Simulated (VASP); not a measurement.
Ga3Sb: single point with PBE

Ga3Sb:

```
CELL_PARAMETERS angstrom
-2.28697 2.28697 4.21669
2.28697 -2.28697 4.21669
2.28697 2.28697 -4.21669
ATOMIC_POSITIONS crystal
Ga 0.75000 0.25000 0.50000
Ga 0.25000 0.75000 0.50000
Ga 0.50000 0.50000 0.00000
Sb 0.00000 0.00000 0.00000
```

```
Program             : VASP 6.6.1
Task                : single point
Functional          : PBE
Potentials or basis : VASP PAW PBE potentials, release 64 (Ga_d, Sb)
Cutoff              : 520 eV
k mesh              : 14 × 14 × 14
Occupations         : gaussian, width 0.1 eV
Spin                : no spin polarisation
```

```yaml
Pressure: 0.0 GPa
Band_gap_on_the_k_mesh: zero (band 22 reaches 8.58 eV, above the bottom of band 23 at 4.26 eV)
```

Levels at points of the mesh, in eV from the Fermi level:
```csv
k point,band 19,band 20,band 21,band 22,band 23,band 24,band 25,band 26
"(0.00, 0.00, 0.00)",-2.66,-2.24,-1.87,-1.87,-0.50,-0.50,0.19,0.47
"(0.50, 0.00, 0.00)",-4.41,-1.68,-1.43,-0.93,-0.33,1.78,2.81,3.36
"(0.50, 0.50, 0.00)",-5.21,-4.64,-4.25,0.99,0.99,1.50,1.80,5.62
"(0.50, 0.50, 0.50)",-3.56,-3.56,-3.51,2.55,3.64,3.64,4.07,4.99
```

It took 10 min on 1 thread of Intel(R) Xeon(R) Platinum 8259CL CPU @ 2.50GHz (Skylake/Cascade Lake) (shared host), peak memory 0.64 GiB.

Caveat: spin-orbit coupling is left out, which moves the levels of the heavy elements.
